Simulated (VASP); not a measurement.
## SiC (Moissanite): relaxation of shape and atoms at fixed volume with r2SCAN

Crystal: SiC (Moissanite).

```xyz
4
Lattice="3.1353 0.0000 0.0000 -1.5677 2.7153 0.0000 0.0000 0.0000 5.1485" Properties=species:S:1:pos:R:3 pbc="T T T"
Si    0.0000    1.8102    0.0238
Si    1.5677    0.9051    2.5980
C     0.0000    1.8102    1.9584
C     1.5677    0.9051    4.5326
```

This cell differs from its parent crystal: volume scaled by 1.06.

```
Program                : VASP 6.6.1
Task                   : relaxation of shape and atoms at fixed volume
Functional             : r2SCAN
Potentials or basis    : VASP PAW PBE potentials, release 64 (Si, C)
Cutoff                 : 600 eV
k mesh                 : 9 × 9 × 6
Occupations            : gaussian, width 0.02 eV
Spin                   : no spin polarisation
Dipole correction      : no
Further INCAR settings : ALGO = Normal; EDIFF = 1e-06; IBRION = 2; EDIFFG = -0.01; NSW = 50; ISIF = 4
```

* Energy gained by relaxing: 0.0 meV/atom
* Ionic steps: 2
* Pressure after relaxing: -12.1 GPa
* Largest force after relaxing: 0.009 eV/Å
* Band gap on the k mesh: 2.74 eV, indirect (least direct gap 4.39 eV)

Forces in eV/Å, atoms in the order of the input:
```
Si   0.000  0.000  0.009
Si   0.000  0.000  0.009
C    0.000  0.000 -0.009
C    0.000  0.000 -0.009
```

Stress tensor (GPa, compression positive):
```
-12.08   0.00   0.00
  0.00 -12.08   0.00
  0.00   0.00 -12.26
```

Final structure:
```cif
data_structure
_symmetry_space_group_name_H-M 'P 1'
_symmetry_Int_Tables_number 1
_cell_length_a 3.1347
_cell_length_b 3.1347
_cell_length_c 5.1504
_cell_angle_alpha 90.000
_cell_angle_beta 90.000
_cell_angle_gamma 120.000
_cell_volume 43.83
loop_
_atom_site_label
_atom_site_type_symbol
_atom_site_fract_x
_atom_site_fract_y
_atom_site_fract_z
_atom_site_occupancy
Si1 Si 0.33333 0.66667 0.00451 1
Si2 Si 0.66667 0.33333 0.50451 1
C1 C 0.33333 0.66667 0.38049 1
C2 C 0.66667 0.33333 0.88049 1
```

Levels at points of the mesh, in eV from the valence-band top:
| k point | band 4 | band 5 | band 6 | band 7 | band 8 | band 9 | band 10 | band 11 | band 12 |
| --- | --- | --- | --- | --- | --- | --- | --- | --- | --- |
| (0.00, 0.00, 0.00) | -1.35 | -1.35 | -0.11 | 0.00 | 0.00 | 4.87 | 6.10 | 6.83 | 6.83 |
| (0.00, 0.00, 0.50) | -4.52 | -0.73 | -0.73 | -0.73 | -0.73 | 5.97 | 5.97 | 7.57 | 7.57 |

Wall time 3.8 min on 1 thread of AMD EPYC 7R43 64-Core Processor (Zen 3), on a shared host, peak memory 0.15 GiB.

Caveat: the PAW data sets were made with another functional, which shifts forces and pressure a little. A k mesh can miss the band edges.
